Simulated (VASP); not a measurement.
Here is a VASP 6.6.1 calculation.

INCAR

```
SYSTEM = PdAu2
PREC = Accurate
ENCUT = 520
EDIFF = 1E-7
ISMEAR = 0
SIGMA = 0.1
LREAL = .FALSE.
LASPH = .TRUE.
NELM = 80
ALGO = Fast
ISIF = 2
LWAVE = .FALSE.
LCHARG = .FALSE.
GGA = PE
NBANDS = 41
```

File KPOINTS:

```
regular mesh
0
G
  8 8 8
  0 0 0
```

POSCAR

```
PdAu2
1.0
    0.0000000000      3.8157861023      3.8157861023
    3.8157861023      0.0000000000      3.8157861023
    3.8157861023      3.8157861023      0.0000000000
Pd Au
2 4
Direct
    0.5000000000      0.5000000000      0.5000000000
    0.7500000000      0.7500000000      0.7500000000
    0.1250000000      0.1250000000      0.1250000000
    0.6250000000      0.1250000000      0.1250000000
    0.1250000000      0.1250000000      0.6250000000
    0.1250000000      0.6250000000      0.1250000000
```

Potentials or basis: VASP PAW PBE potentials, release 64 (Pd, Au).

The run is started by

```sh
$ cat potpaw_PBE.64/Pd/POTCAR potpaw_PBE.64/Au/POTCAR > POTCAR
$ mpirun -np 1 vasp_std > vasp.out
```

(1) Predict the pressure.

(2) What does it give for the band gap on the k mesh?

## Answers

(1) -0.2 GPa.

(2) zero (band 32 reaches 7.86 eV, above the bottom of band 33 at 7.02 eV).

Caveat: spin-orbit coupling is left out, which moves the levels of the heavy elements.
